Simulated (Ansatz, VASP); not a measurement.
# FeO: VASP beside Ansatz

```
Fe O
1.0
     1.50863    0.87101    2.50267
    -1.50863    0.87101    2.50267
     0.00000   -1.74201    2.50267
Fe O
1 1
Direct
  0.00000 0.00000 0.00000
  0.50000 0.50000 0.50000
```

Alike in both runs: task single point; functional PBE; k mesh 11 × 11 × 11; occupations fermi-dirac, width 0.05 eV; collinear spin.

|  | VASP | Ansatz |
| --- | --- | --- |
| version | VASP 6.6.1 | Ansatz 0.2.0 |
| potentials or method | VASP PAW PBE potentials, release 64 (Fe_sv, O) | Ansatz PAW |
| plane-wave cutoff (eV) | 600 | 420 |
| valence electrons in the cell | 22 | 22 |

Ansatz gave:

- gap on the k mesh at the Fermi level (eV): none
- pressure (GPa): 2.6
- traceless stress, the component that is largest in VASP (GPa): -0.60
- net moment per atom (μB): 2.00
- size of the moment on the site where the two differ most (μB): 3.44

Task: Which values does VASP return?

Result: gap on the k mesh at the Fermi level (eV): none; pressure (GPa): 0.2; traceless stress, the component that is largest in VASP (GPa): -0.61; net moment per atom (μB): 2.00; size of the moment on the site where the two differ most (μB): 3.48.

Site moments also hang on the region over which each program counts them. A gap of «none» marks a metal or a gap that the smearing closes.
